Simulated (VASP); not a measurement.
# Cr5Ru (F-43m) in VASP: single point with PBE

Aim: the single point of Cr5Ru with PBE.

Everything below comes from runs of VASP 6.6.1. Logs are shortened: lines on timing, memory, paths and dates and some standing lists are left out, and cuts for length are marked.

### 1 The cell of the first run

It takes space group F-43m (No. 216, cubic). The conventional cell has a = 6.479 Å, b = 6.479 Å, c = 6.479 Å, α = 90.00°, β = 90.00°, γ = 90.00°. Within 3.0 Å of Cr (site symmetry 3m) lie 9 Cr at 2.29 to 2.69 Å and 3 Ru at 2.69 Å. Within 3.5 Å of Cr (site symmetry -43m) lie 12 Cr at 2.69 Å and 4 Ru at 2.81 Å. Within 3.5 Å of Ru (site symmetry -43m) lie 16 Cr at 2.69 to 2.81 Å.

### 2 Single point, PBE

The input, INCAR:

```
PREC = Accurate
ENCUT = 520
EDIFF = 1E-6
ISMEAR = -1
SIGMA = 0.1
LREAL = False
LASPH = True
NELM = 80
ALGO = Normal
ISIF = 2
LWAVE = False
LCHARG = False
GGA = PE
NBANDS = 46
```

The input, KPOINTS:

```
Automatic mesh
0
Gamma
  9 9 9
```

The input, POSCAR:

```
Cr5Ru
1.0
    0.0000000000      3.2395120000      3.2395120000
    3.2395120000      0.0000000000      3.2395120000
    3.2395120000      3.2395120000      0.0000000000
Cr Ru
5 1
Direct
    0.6250000000      0.6250000000      0.6250000000
    0.1250000000      0.6250000000      0.6250000000
    0.6250000000      0.6250000000      0.1250000000
    0.6250000000      0.1250000000      0.6250000000
    0.2500000000      0.2500000000      0.2500000000
    0.0000000000      0.0000000000      0.0000000000
```

Potentials or basis: VASP PAW PBE potentials, release 64 (Cr_pv, Ru_pv).

The run is started by

```console
$ cat potpaw_PBE.64/Cr_pv/POTCAR potpaw_PBE.64/Ru_pv/POTCAR > POTCAR
$ mpirun -np 1 vasp_std > vasp.out
```

OUTCAR:

```text
PREC = Accurate
   ENCUT = 520
   EDIFF = 1E-6
   ISMEAR = -1
   LREAL = False
   LASPH = True
   NELM = 80
   ISIF = 2
   GGA = PE

 ion  position               nearest neighbor table
   1  0.625  0.625  0.625-   2 2.29   3 2.29   4 2.29   3 2.29   4 2.29   2 2.29   5 2.69   6 2.69
                             5 2.69   6 2.69   5 2.69   6 2.69
   2  0.125  0.625  0.625-   1 2.29   3 2.29   4 2.29   1 2.29   3 2.29   4 2.29   6 2.69   5 2.69
                             6 2.69   5 2.69   6 2.69   5 2.69
   3  0.625  0.625  0.125-   1 2.29   1 2.29   2 2.29   4 2.29   4 2.29   2 2.29   5 2.69   5 2.69
                             6 2.69   6 2.69   5 2.69   6 2.69
   4  0.625  0.125  0.625-   1 2.29   3 2.29   1 2.29   2 2.29   3 2.29   2 2.29   6 2.69   5 2.69
                             5 2.69   6 2.69   5 2.69   6 2.69
   5  0.250  0.250  0.250-   1 2.69   1 2.69   4 2.69   1 2.69   2 2.69   4 2.69   2 2.69   2 2.69
                             3 2.69   3 2.69   3 2.69   4 2.69   6 2.81   6 2.81   6 2.81   6 2.81
   6  0.000  0.000  0.000-   1 2.69   1 2.69   4 2.69   3 2.69   2 2.69   3 2.69   1 2.69   2 2.69
                             4 2.69   2 2.69   3 2.69   4 2.69   5 2.81   5 2.81   5 2.81   5 2.81

  LATTYP: Found a face centered cubic cell.
 ALAT       =     6.4790240000

  Lattice vectors:

 A1 = (   0.0000000000,   3.2395120000,   3.2395120000)
 A2 = (   3.2395120000,   0.0000000000,   3.2395120000)
 A3 = (   3.2395120000,   3.2395120000,   0.0000000000)

Analysis of symmetry for initial positions (statically):
=====================================================================
 Subroutine PRICEL returns:
 Original cell was already a primitive cell.

 Routine SETGRP: Setting up the symmetry group for a
 face centered cubic supercell.

 Subroutine GETGRP returns: Found 24 space group operations
 (whereof 24 operations were pure point group operations)
 out of a pool of 48 trial point group operations.

The static configuration has the point symmetry T_d .

Analysis of symmetry for dynamics (positions and initial velocities):
=====================================================================
 Subroutine PRICEL returns:
 Original cell was already a primitive cell.

 Routine SETGRP: Setting up the symmetry group for a
 face centered cubic supercell.

 Subroutine GETGRP returns: Found 24 space group operations
 (whereof 24 operations were pure point group operations)
 out of a pool of 48 trial point group operations.

The dynamic configuration has the point symmetry T_d .

 Subroutine INISYM returns: Found 24 space group operations
 (whereof 24 operations are pure point group operations),
 and found     1 'primitive' translations

----------------------------------------------------------------------------------------

                                     Primitive cell

  volume of cell :      67.9937

  direct lattice vectors                    reciprocal lattice vectors
     0.000000000  3.239512000  3.239512000    -0.154344235  0.154344235  0.154344235
     3.239512000  0.000000000  3.239512000     0.154344235 -0.154344235  0.154344235
     3.239512000  3.239512000  0.000000000     0.154344235  0.154344235 -0.154344235

  length of vectors
     4.581361806  4.581361806  4.581361806     0.267332056  0.267332056  0.267332056

  position of ions in fractional coordinates (direct lattice)
     0.625000000  0.625000000  0.625000000
     0.125000000  0.625000000  0.625000000
     0.625000000  0.625000000  0.125000000
     0.625000000  0.125000000  0.625000000
     0.250000000  0.250000000  0.250000000
     0.000000000  0.000000000  0.000000000

  ion indices of the primitive-cell ions
   primitive index   ion index
                 1           1
                 2           2
                 3           3
                 4           4
                 5           5
                 6           6

----------------------------------------------------------------------------------------

 KPOINTS: Automatic mesh

Automatic generation of k-mesh.
 Grid dimensions read from file:
 generate k-points for:    9    9    9

 Generating k-lattice:

  Cartesian coordinates                     Fractional coordinates (reciprocal lattice)
    -0.017149359  0.017149359  0.017149359     0.111111111  0.000000000  0.000000000
     0.017149359 -0.017149359  0.017149359     0.000000000  0.111111111  0.000000000
     0.017149359  0.017149359 -0.017149359     0.000000000  0.000000000  0.111111111

  Length of vectors
     0.029703562  0.029703562  0.029703562

  Shift w.r.t. Gamma in fractional coordinates (k-lattice)
     0.000000000  0.000000000  0.000000000

 Subroutine IBZKPT returns following result:
 ===========================================

 Found     35 irreducible k-points:

 Following reciprocal coordinates:
            Coordinates               Weight
  0.000000  0.000000  0.000000      1.000000
  0.111111  0.000000  0.000000      8.000000
  0.222222  0.000000  0.000000      8.000000
  0.333333  0.000000  0.000000      8.000000
  0.444444  0.000000  0.000000      8.000000
  0.111111  0.111111  0.000000      6.000000
[... 16 lines left out ...]
 -0.333333  0.333333  0.000000     12.000000
  0.444444  0.444444  0.000000      6.000000
 [... further k-points ...]
   k-points           NKPTS =     35   k-points in BZ     NKDIM =     35   number of bands    NBANDS=     46
   number of dos      NEDOS =    301   number of ions     NIONS =      6
   total plane-waves  NPLWV =  46656
   dimension x,y,z NGX =    36 NGY =   36 NGZ =   36
   dimension x,y,z NGXF=    72 NGYF=   72 NGZF=   72
   ions per type =               5   1
   NGX,Y,Z   is equivalent  to a cutoff of  13.06, 13.06, 13.06 a.u.
   NGXF,Y,Z  is equivalent  to a cutoff of  26.13, 26.13, 26.13 a.u.
 SYSTEM =  unknown system
   PREC   = accura    normal or accurate (medium, high low for compatibility)
   ISTART =      0    job   : 0-new  1-cont  2-samecut
   ICHARG =      2    charge: 1-file 2-atom 10-const
   ISPIN  =      1    spin polarized calculation?
   LNONCOLLINEAR =      F non collinear calculations
   LSORBIT =      F    spin-orbit coupling
   LASPH  =      T    aspherical Exc in radial PAW
   ENCUT  =  520.0 eV  38.22 Ry    6.18 a.u.   8.52  8.52  8.52*2*pi/ulx,y,z
   NELM   =     80;   NELMIN=  2; NELMDL= -5     # of ELM steps
   EDIFF  = 0.1E-05   stopping-criterion for ELM
   LREAL  =      F    real-space projection
   EDIFFG = 0.1E-04   stopping-criterion for IOM
   NSW    =      0    number of steps for IOM
   IBRION =     -1    ionic relax: 0-MD 1-quasi-New 2-CG
   NFREE  =      0    steps in history (QN), initial steepest desc. (CG)
   ISIF   =      2    stress and relaxation
   ISYM   =      2    0-nonsym 1-usesym 2-fastsym
   POTIM  = 0.5000    time-step for ionic-motion
   TEBEG  =    0.0;   TEEND  =   0.0 temperature during run
   PSTRESS=    0.0 pullay stress
   NELECT =      74.0000    total number of electrons
   NUPDOWN=      -1.0000    fix difference up-down
   EMIN   =  10.00;   EMAX   =-10.00  energy-range for DOS
   EFERMI =   0.00;   METHOD = LEGACY
   ISMEAR =    -1;   SIGMA  =   0.10  broadening in eV -4-tet -1-fermi 0-gaus
   EFERMI_NEDOS =   21; number of points for ismear=-14 and -15
   IALGO  =     38    algorithm
   IMIX   =      4    mixing-type and parameters
     AMIX     =   0.40;   BMIX     =  1.00
     AMIX_MAG =   1.60;   BMIX_MAG =  1.00
  volume/ion in A,a.u.               =      11.33        76.47
  Fermi-wavevector in a.u.,A,eV,Ry     =   1.683950  3.182204 38.581864  2.835687
  Thomas-Fermi vector in A             =   2.767059
   LORBIT       =      0    0 simple, 1 ext, 2 COOP (PROOUT), +10 PAW based schemes
   GGA     = PE    functional components
   LHFCALC =     F    Hartree Fock is set to
   AEXX    =    0.0000 exact exchange contribution
   IVDW    =     0    specifies the selected vdW correction
   LEPSILON=     F    determine dielectric tensor
   LRPA    =     F    only Hartree local field effects (RPA)
 non-spin polarized calculation
  energy-cutoff  :      520.00
  volume of cell :       67.99
 maximum number of plane-waves:      1853
 NGX is ok and might be reduce to    36
   NGX = 17   NGY = 17   NGZ = 17

 number of electron      74.0000048 magnetization

 Free energy of the ion-electron system (eV)
  ---------------------------------------------------
  ext. energy  EPLUGINS =         0.00000000
  ---------------------------------------------------
  free energy    TOTEN  =       -55.59026404 eV

  energy without entropy =      -55.33484487  energy(sigma->0) =      -55.46255446

 E-fermi :  11.8324     XC(G=0): -14.0122

 val. band max:       11.8308218139   @ k =  -0.1111   0.1111   0.0000
 cond. band min:      11.8500017951   @ k =   0.2222   0.1111   0.0000
 fundamental gap:      0.0191799812
 Fermi energy:        11.8324419221

 k-point     1 :       0.0000    0.0000    0.0000
  band No.  band energies     occupation
      1     -32.3512      2.00000
      2     -31.6019      2.00000
      3     -31.6019      2.00000
      4     -31.6019      2.00000
      5     -31.2715      2.00000
      6     -31.2715      2.00000
[... 38 lines left out ...]
     45      14.3530      0.00000
     46      14.3530      0.00000

 k-point     2 :       0.1111    0.0000    0.0000
  band No.  band energies     occupation
      1     -32.3165      2.00000
      2     -31.5901      2.00000
      3     -31.5860      2.00000
      4     -31.5860      2.00000
      5     -31.2781      2.00000
      6     -31.2781      2.00000
[... 38 lines left out ...]
     45      14.2318      0.00000
     46      14.2318      0.00000

 k-point     3 :       0.2222    0.0000    0.0000
  band No.  band energies     occupation
      1     -32.2247      2.00000
      2     -31.5494      2.00000
      3     -31.5494      2.00000
      4     -31.5463      2.00000
      5     -31.2780      2.00000
      6     -31.2780      2.00000
[... 1018 lines left out ...]
     45      13.6652      0.00000
     46      13.8660      0.00000

 k-point    24 :       0.4444    0.4444    0.0000
  band No.  band energies     occupation
      1     -31.7615      2.00000
      2     -31.6152      2.00000
      3     -31.3401      2.00000
      4     -31.3401      2.00000
      5     -31.2819      2.00000
      6     -31.0999      2.00000
[... 38 lines left out ...]
     45      13.2969      0.00000
     46      13.7242      0.00000

 [... further k-points ...]

------------------------ aborting loop because EDIFF is reached ----------------------------------------

  FORCE on cell =-STRESS in cart. coord.  units (eV):
  Direction    XX          YY          ZZ          XY          YZ          ZX
  --------------------------------------------------------------------------------------
  -------------------------------------------------------------------------------------
  Total        9.1940221      9.1940221      9.1940221      0.0000000      0.0000000      0.0000000
  in kB      216.6443418    216.6443418    216.6443418      0.0000000      0.0000000      0.0000000
  external PRESSURE =     216.6443418 kB  Pullay stress =       0.0000000 kB

 VOLUME and BASIS-vectors are now :
 -----------------------------------------------------------------------------
  energy-cutoff  :      520.00
  volume of cell :       67.99
      direct lattice vectors                 reciprocal lattice vectors
     0.000000000  3.239512000  3.239512000    -0.154344235  0.154344235  0.154344235
     3.239512000  0.000000000  3.239512000     0.154344235 -0.154344235  0.154344235
     3.239512000  3.239512000  0.000000000     0.154344235  0.154344235 -0.154344235

 POSITION                                       TOTAL-FORCE (eV/Angst)
 -----------------------------------------------------------------------------------
      4.04939      4.04939      4.04939        -0.355709     -0.355709     -0.355709
      4.04939      2.42963      2.42963        -0.355709      0.355709      0.355709
      2.42963      2.42963      4.04939         0.355709      0.355709     -0.355709
      2.42963      4.04939      2.42963         0.355709     -0.355709      0.355709
      1.61976      1.61976      1.61976         0.000000     -0.000000      0.000000
      0.00000      0.00000      0.00000         0.000000      0.000000      0.000000
 -----------------------------------------------------------------------------------
    total drift:                                0.000000      0.000000      0.000000

  FREE ENERGIE OF THE ION-ELECTRON SYSTEM (eV)
  ---------------------------------------------------
  free  energy   TOTEN  =       -55.5902640416 eV

  energy  without entropy=      -55.3348448736  energy(sigma->0) =      -55.46255446
```

It took 2.5 min on 1 thread of Intel Xeon Platinum 8259CL at 2.50GHz (Skylake/Cascade Lake), shared host; peak memory 0.25 GiB.

What came out:

```yaml
Free_energy: -55.5903 eV
Pressure: 21.7 GPa
Band_gap_on_the_k_mesh: zero (bands 37 and 38 overlap by 0.33 eV)
```

Levels at points of the mesh, in eV from the Fermi level:
```tsv
k point	band 33	band 34	band 35	band 36	band 37	band 38	band 39	band 40	band 41	band 42
(0.00, 0.00, 0.00)	-1.55	-0.27	-0.27	-0.27	0.10	0.10	1.38	1.38	1.38	2.13
```

Caveat: the cell stands under pressure; the run has no spin polarisation, though such a crystal can be magnetic. Spin polarisation is off, so any magnetic state and its effect on volume and gap are missing.
